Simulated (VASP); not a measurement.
# InB4Pt (P4/mmm) in VASP: notebook, part 2 of 2

VASP 6.6.1. The steps go on from the part before.

## Step 4: Relaxation of cell and atoms, PBE

The input, INCAR:

```
  PREC = Accurate
  ENCUT = 600
  EDIFF = 1E-7
  ISMEAR = 0
  SIGMA = 0.1
  LREAL = F
  LASPH = T
  NELM = 80
  ALGO = Normal
  ISIF = 3
  LWAVE = F
  LCHARG = F
  GGA = PE
  IBRION = 2
  NSW = 90
  EDIFFG = -0.04
```

The input, KPOINTS:

```
regular mesh
0
Gamma
  4 4 4
```

The input, POSCAR:

```
InB4Pt
1.0
    3.9036913600      0.0000000000      0.0000000000
    0.0000000000      3.9036913600      0.0000000000
    0.0000000000      0.0000000000      4.4029091000
In B Pt
1 4 1
Direct
    0.0000000000      0.0000000000      0.0000000000
    0.0000000000      0.5000000000      0.8202378800
    0.5000000000      0.0000000000      0.8202378800
    0.0000000000      0.5000000000      0.1797621200
    0.5000000000      0.0000000000      0.1797621200
    0.0000000000      0.0000000000      0.5000000000
```

Started as:

```bash
$ cat potpaw_PBE.64/In_d/POTCAR potpaw_PBE.64/B/POTCAR potpaw_PBE.64/Pt/POTCAR > POTCAR
$ mpirun -np 1 vasp_std > vasp.out
```

It took 8.5 min on 1 thread of Intel Xeon Platinum 8259CL at 2.50GHz (Skylake/Cascade Lake), shared host; peak memory 0.23 GiB.

The run converged. Its results:

| Item | Value |
| --- | --- |
| Free energy | -24.3138 eV |
| Relaxed volume | 15.39 Å³/atom |
| Relaxed cell | a = 4.325 Å, b = 4.325 Å, c = 4.936 Å, α = 90.00°, β = 90.00°, γ = 90.00° |
| Space group after relaxing (to 0.05 Å) | P4/mmm (No. 123) |
| Energy gained by relaxing | 656.7 meV/atom |
| Ionic steps | 25 |
| Pressure after relaxing | 0.0 GPa |
| Largest force after relaxing | 0.020 eV/Å |

Forces in eV/Å, atoms in the order of the input:
```
In   0.000  0.000  0.000
B    0.000  0.000  0.020
B    0.000  0.000  0.020
B    0.000  0.000 -0.020
B    0.000  0.000 -0.020
Pt   0.000  0.000  0.000
```

Stress tensor (GPa, compression positive):
```
-0.01  0.00  0.00
 0.00 -0.01  0.00
 0.00  0.00  0.11
```

Step by step:
```
step  energy change (eV)  largest force (eV/Å)  pressure (GPa)  volume (Å³)
   1              0.0000                2.9190           66.97        67.10
   2             -0.8129                0.0239          -16.60       122.51
   3             -3.7649                0.0121           -2.92        88.63
   4             -3.7914                0.0122           -1.13        87.21
   5             -3.7992                0.0469            0.81        85.85
   6             -3.7989                0.0354            0.21        86.25
   7             -3.8167                0.1019           -0.13        86.96
   8             -3.8222                0.2394           -0.34        87.61
   9             -3.8353                0.2832            0.69        87.47
  10             -3.8301                0.2253            4.58        87.02
  11             -3.8436                0.2821            2.07        87.30
  12             -3.8478                0.2861            2.16        87.42
  13             -3.8608                0.3028            2.52        87.79
  14             -3.8815                0.1633            3.12        88.52
  15             -3.8473                0.4229            4.79        89.99
  16             -3.8832                0.0824            3.32        88.77
  17             -3.8985                0.0471            2.81        89.49
  18             -3.9269                0.0899            1.49        91.68
  19             -3.9280                0.1938            1.01        92.53
  20             -3.9283                0.1614            1.15        92.27
  21             -3.9354                0.0567            0.61        92.36
  22             -3.9389                0.0831           -0.16        92.48
  23             -3.9389                0.0757           -0.11        92.47
  24             -3.9395                0.0618           -0.08        92.43
  25             -3.9405                0.0198            0.03        92.32
```

Final structure:
```cif
data_structure
_symmetry_space_group_name_H-M 'P 1'
_symmetry_Int_Tables_number 1
_cell_length_a 4.3247
_cell_length_b 4.3247
_cell_length_c 4.9358
_cell_angle_alpha 90.000
_cell_angle_beta 90.000
_cell_angle_gamma 90.000
_cell_volume 92.32
loop_
_atom_site_label
_atom_site_type_symbol
_atom_site_fract_x
_atom_site_fract_y
_atom_site_fract_z
_atom_site_occupancy
In1 In 0.00000 0.00000 0.00000 1
B1 B 0.00000 0.50000 0.82211 1
B2 B 0.50000 0.00000 0.82211 1
B3 B 0.00000 0.50000 0.17789 1
B4 B 0.50000 0.00000 0.17789 1
Pt1 Pt 0.00000 0.00000 0.50000 1
```

Levels at points of the mesh, in eV from the Fermi level:
```
           k point  band 14  band 15  band 16  band 17  band 18  band 19  band 20  band 21
(0.00, 0.00, 0.00)    -3.98    -3.52    -2.81    -1.18     0.66     0.66     1.79     2.47
(0.50, 0.00, 0.00)    -3.21    -3.05    -2.89    -0.64    -0.28    -0.22     0.44     1.18
(0.50, 0.50, 0.00)    -2.91    -2.46    -2.46    -1.89    -0.02    -0.02     0.91     2.04
(0.00, 0.00, 0.50)    -1.56    -1.56    -0.86     0.19     0.19     0.43     1.03     1.25
(0.50, 0.00, 0.50)    -3.09    -3.08    -1.00    -0.79    -0.51     0.61     1.13     1.88
(0.50, 0.50, 0.50)    -3.57    -3.13    -3.13    -2.98     0.97     1.81     1.99     1.99
```

Caveat: the k points lie up to 0.36 Å⁻¹ apart in the final cell; the volume moved by over 15 % at a fixed basis, so the end points are rough; spin-orbit coupling is left out, which moves the levels of the heavy elements.

## Step 5: Single point, PBE

This run uses another cell than the first one, of 15.37 Å³/atom, 1.374 times its volume.

The input, INCAR:

```
PREC = Accurate
ENCUT = 520
EDIFF = 1E-6
ISMEAR = 0
SIGMA = 0.1
LREAL = F
LASPH = T
NELM = 100
ALGO = Normal
ISIF = 2
LWAVE = F
LCHARG = F
GGA = PE
NBANDS = 26
```

The input, KPOINTS:

```
Automatic mesh
0
Gamma
  10 10 8
```

The input, POSCAR:

```
InB4Pt
1.0
    4.3250547505      0.0000000000      0.0000000000
    0.0000000000      4.3250547505      0.0000000000
    0.0000000000      0.0000000000      4.9298731889
In B Pt
1 4 1
Direct
    0.0000000000      0.0000000000      0.0000000000
    0.0000000000      0.5000000000      0.8221507493
    0.5000000000      0.0000000000      0.8221507493
    0.0000000000      0.5000000000      0.1778492507
    0.5000000000      0.0000000000      0.1778492507
    0.0000000000      0.0000000000      0.5000000000
```

Started as:

```bash
$ cat potpaw_PBE.64/In_d/POTCAR potpaw_PBE.64/B/POTCAR potpaw_PBE.64/Pt/POTCAR > POTCAR
$ mpirun -np 1 vasp_std > vasp.out
```

It took 2.6 min on 1 thread of Intel Xeon Platinum 8259CL at 2.50GHz (Skylake/Cascade Lake), shared host; peak memory 0.38 GiB.

Results (log left out):

* Free energy: -24.2887 eV
* Pressure: 0.0 GPa
* Largest force: 0.013 eV/Å

Forces in eV/Å, atoms in the order of the input:
```
In   0.000  0.000  0.000
B    0.000  0.000 -0.013
B    0.000  0.000 -0.013
B    0.000  0.000  0.013
B    0.000  0.000  0.013
Pt   0.000  0.000  0.000
```

Stress tensor (GPa, compression positive):
```
-0.03  0.00  0.00
 0.00 -0.03  0.00
 0.00  0.00  0.09
```

Levels at points of the mesh, in eV from the Fermi level:
```
           k point  band 14  band 15  band 16  band 17  band 18  band 19  band 20  band 21
(0.00, 0.00, 0.00)    -4.06    -3.58    -2.88    -1.22     0.61     0.61     1.73     2.42
(0.50, 0.00, 0.00)    -3.28    -3.13    -2.94    -0.68    -0.34    -0.27     0.39     1.14
(0.50, 0.50, 0.00)    -2.99    -2.52    -2.52    -1.96    -0.07    -0.07     0.88     2.00
(0.00, 0.00, 0.50)    -1.63    -1.63    -0.90     0.14     0.14     0.37     0.99     0.99
(0.50, 0.00, 0.50)    -3.17    -3.15    -1.07    -0.84    -0.55     0.57     1.08     1.83
(0.50, 0.50, 0.50)    -3.64    -3.21    -3.18    -3.06     0.92     1.76     1.94     1.94
```

Caveat: spin-orbit coupling is left out, which moves the levels of the heavy elements.

## Step 6: Relaxation of cell and atoms, PBE

This run uses another cell than the first one, of 15.41 Å³/atom, 1.378 times its volume.

The input, INCAR:

```
SYSTEM = InB4Pt
PREC = Accurate
ENCUT = 600
EDIFF = 1E-6
ISMEAR = 0
SIGMA = 0.1
LREAL = .FALSE.
LASPH = .TRUE.
NELM = 100
ALGO = Normal
ISIF = 3
LWAVE = .FALSE.
LCHARG = .FALSE.
GGA = PE
IBRION = 2
NSW = 100
EDIFFG = -0.01
```

The input, KPOINTS:

```
regular mesh
0
G
  10 10 8
  0 0 0
```

The input, POSCAR:

```
InB4Pt
1.0
    4.3274129706      0.0000000000      0.0000000000
    0.0000000000      4.3274129706      0.0000000000
    0.0000000000      0.0000000000      4.9366904134
In B Pt
1 4 1
Direct
    0.0000000000      0.0000000000      0.0000000000
    0.0000000000      0.5000000000      0.8223689138
    0.5000000000      0.0000000000      0.8223689138
    0.0000000000      0.5000000000      0.1776310862
    0.5000000000      0.0000000000      0.1776310862
    0.0000000000      0.0000000000      0.5000000000
```

Potentials or basis: VASP PAW PBE potentials, release 64 (In_d, B, Pt).

Started as:

```bash
$ cat potpaw_PBE.64/In_d/POTCAR potpaw_PBE.64/B/POTCAR potpaw_PBE.64/Pt/POTCAR > POTCAR
$ mpirun -np 1 vasp_std > vasp.out
```

Run time: 6.8 min. Hardware: 1 thread of Intel Xeon Platinum 8259CL at 2.50GHz (Skylake/Cascade Lake), shared host; peak memory 0.43 GiB.

The run converged. Its results:

| Property | Result |
| --- | --- |
| Free energy | -24.2905 eV |
| Relaxed volume | 15.37 Å³/atom |
| Relaxed cell | a = 4.325 Å, b = 4.325 Å, c = 4.931 Å, α = 90.00°, β = 90.00°, γ = 90.00° |
| Space group after relaxing (to 0.05 Å) | P4/mmm (No. 123) |
| Energy gained by relaxing | 0.0 meV/atom |
| Ionic steps | 4 |
| Pressure after relaxing | 0.0 GPa |
| Largest force after relaxing | 0.010 eV/Å |

Forces in eV/Å, atoms in the order of the input:
```
In   0.000  0.000  0.000
B    0.000  0.000 -0.010
B    0.000  0.000 -0.010
B    0.000  0.000  0.010
B    0.000  0.000  0.010
Pt   0.000  0.000  0.000
```

Step by step:
| step | energy change (eV) | largest force (eV/Å) | pressure (GPa) | volume (Å³) |
| --- | --- | --- | --- | --- |
| 1 | 0.0000 | 0.0054 | -0.21 | 92.45 |
| 2 | -0.0001 | 0.0269 | 0.14 | 92.18 |
| 3 | -0.0001 | 0.0184 | 0.00 | 92.29 |
| 4 | -0.0002 | 0.0099 | 0.00 | 92.25 |

Final structure:
```yaml
crystal:
  lattice:
    - [4.32518, 0.00000, 0.00000]
    - [0.00000, 4.32518, 0.00000]
    - [0.00000, 0.00000, 4.93106]
  atoms:
    - { symbol: In, position: [0.00000, 0.00000, 0.00000] }
    - { symbol: B, position: [0.00000, 0.50000, 0.82216] }
    - { symbol: B, position: [0.50000, 0.00000, 0.82216] }
    - { symbol: B, position: [0.00000, 0.50000, 0.17784] }
    - { symbol: B, position: [0.50000, 0.00000, 0.17784] }
    - { symbol: Pt, position: [0.00000, 0.00000, 0.50000] }
```

Levels at points of the mesh, in eV from the Fermi level:
| k point | band 13 | band 14 | band 15 | band 16 | band 17 | band 18 | band 19 | band 20 | band 21 |
| --- | --- | --- | --- | --- | --- | --- | --- | --- | --- |
| (0.00, 0.00, 0.00) | -4.06 | -4.06 | -3.58 | -2.88 | -1.22 | 0.61 | 0.61 | 1.73 | 2.42 |
| (0.50, 0.00, 0.00) | -4.00 | -3.28 | -3.13 | -2.94 | -0.68 | -0.34 | -0.27 | 0.39 | 1.14 |
| (0.50, 0.50, 0.00) | -3.05 | -2.99 | -2.52 | -2.52 | -1.96 | -0.07 | -0.07 | 0.88 | 1.99 |
| (0.00, 0.00, 0.50) | -2.89 | -1.63 | -1.63 | -0.90 | 0.14 | 0.14 | 0.37 | 0.99 | 0.99 |
| (0.50, 0.00, 0.50) | -3.37 | -3.17 | -3.15 | -1.07 | -0.84 | -0.55 | 0.57 | 1.08 | 1.83 |
| (0.50, 0.50, 0.50) | -4.00 | -3.64 | -3.21 | -3.18 | -3.06 | 0.92 | 1.76 | 1.94 | 1.94 |

Caveat: spin-orbit coupling is left out, which moves the levels of the heavy elements.

## Step 7: The runs side by side

| task | cell | k mesh | cutoff (eV) | gap on the mesh (eV) | pressure (GPa) | relaxed volume (Å³/atom) | largest force (eV/Å) |
| --- | --- | --- | --- | --- | --- | --- | --- |
| single point | a = 3.904, b = 3.904, c = 4.403 Å, 6 atoms | 4 × 4 × 4 | 520 | none | 66.9 | - | 2.92 |
| single point | a = 4.327, b = 4.327, c = 4.937 Å, 6 atoms | 4 × 4 × 4 | 520 | none | 0.0 | - | 0.01 |
| relaxation of cell and atoms | relaxed from a = 3.904, b = 3.904, c = 4.403 Å, 6 atoms | 4 × 4 × 4 | 600 | none | 0.0 | 15.39 | 0.02 |
| single point | a = 4.325, b = 4.325, c = 4.930 Å, 6 atoms | 10 × 10 × 8 | 520 | none | 0.0 | - | 0.01 |
| relaxation of cell and atoms | relaxed from a = 4.327, b = 4.327, c = 4.937 Å, 6 atoms | 10 × 10 × 8 | 600 | none | 0.0 | 15.37 | 0.01 |

Alike in all rows: level PBE; potentials or basis VASP PAW PBE potentials, release 64 (In_d, B, Pt); no spin polarisation; smearing gaussian 0.1 eV.

Caveats: some runs use coarse meshes; spin-orbit coupling is left out, which moves the levels of the heavy elements; forces of over 1 eV/Å act on the atoms, so gaps and moduli don't describe the material at rest (some runs); the volume moved by over 15 % at a fixed basis, so the end points are rough (some runs).

Total energies depend on the potentials used, so only differences within one code and one set of settings carry meaning.
